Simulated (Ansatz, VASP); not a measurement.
**AlGa3N4: VASP beside Ansatz**

File INCAR:

```
SYSTEM = AlGa3N4
ALGO = Normal ; EDIFF = 1E-6
ENCUT = 520 ; GGA = PS
ISIF = 2 ; ISMEAR = 0
LASPH = .TRUE. ; LCHARG = .FALSE.
LREAL = .FALSE. ; LWAVE = .FALSE.
NBANDS = 41 ; NELM = 100
PREC = Accurate ; SIGMA = 0.05
```

The input KPOINTS:

```
k-points
0
G
  6 6 6
  0 0 0
```

File POSCAR:

```
AlGa3N4
1.0
    4.6910093379      0.0000000000      0.0000000000
    0.0000000000      4.6910093379      0.0000000000
    0.0000000000      0.0000000000      4.2442465439
Al Ga N
1 3 4
Direct
    0.0000000000      0.0000000000      0.0000000000
    0.5000000000      0.5000000000      0.0000000000
    0.5000000000      0.0000000000      0.5000000000
    0.0000000000      0.5000000000      0.5000000000
    0.7550309200      0.7550309200      0.2449690800
    0.7550309200      0.2449690800      0.7550309200
    0.2449690800      0.7550309200      0.7550309200
    0.2449690800      0.2449690800      0.2449690800
```

Input for Ansatz:

```yaml
crystal:
  lattice:
    - [4.6910093379, 0.0, 0.0]
    - [0.0, 4.6910093379, 0.0]
    - [0.0, 0.0, 4.2442465439]
  atoms:
    - { symbol: Al, position: [0.0, 0.0, 0.0] }
    - { symbol: Ga, position: [0.5, 0.5, 0.0] }
    - { symbol: Ga, position: [0.5, 0.0, 0.5] }
    - { symbol: Ga, position: [0.0, 0.5, 0.5] }
    - { symbol: "N", position: [0.75503092, 0.75503092, 0.24496908] }
    - { symbol: "N", position: [0.75503092, 0.24496908, 0.75503092] }
    - { symbol: "N", position: [0.24496908, 0.75503092, 0.75503092] }
    - { symbol: "N", position: [0.24496908, 0.24496908, 0.24496908] }
basis:
  ecutwfc: 420
kpoints:
  mp_grid: { grid: [6, 6, 6] }
hamiltonian:
  xc: pbesol
scf:
  occupations: { method: gaussian, width: 0.05 }
output:
  forces: true
  stress: true
  eigenvalues: true
  write_density: true
  write_potential: true
  elf: true
  volumetric_format: npy
```

Change from the starting cell: strain +0.050 along x and y, -0.050 along z, atoms carried along.

Alike in both runs: task single point; functional PBEsol; k mesh 6 × 6 × 6; occupations gaussian, width 0.05 eV; no spin polarisation.

|  | VASP | Ansatz |
| --- | --- | --- |
| version | VASP 6.6.1 | Ansatz 0.2.0 |
| potentials or method | VASP PAW PBE potentials, release 64 (Al, Ga_d, N), cutoff 520 eV | scalar-relativistic, plane waves, PAW |
| valence electrons in the cell | 62 | 62 |

Ansatz gave:

```
gap on the k mesh at the Fermi level (eV)                     : 1.70
least direct gap on the mesh (eV)                             : 1.70
pressure (GPa)                                                : -8.7
traceless stress, the component that is largest in VASP (GPa) : 6.85
rms of the force components (eV/Å)                            : 0.038
```

Question: Which values does VASP return?

Answer: gap on the k mesh at the Fermi level (eV): 1.71; least direct gap on the mesh (eV): 1.71; pressure (GPa): -8.8; traceless stress, the component that is largest in VASP (GPa): 6.88; rms of the force components (eV/Å): 0.037.

VASP's potentials were made for PBE, not for PBEsol. Atom by atom the forces differ by 0.001 eV/Å (rms over components).
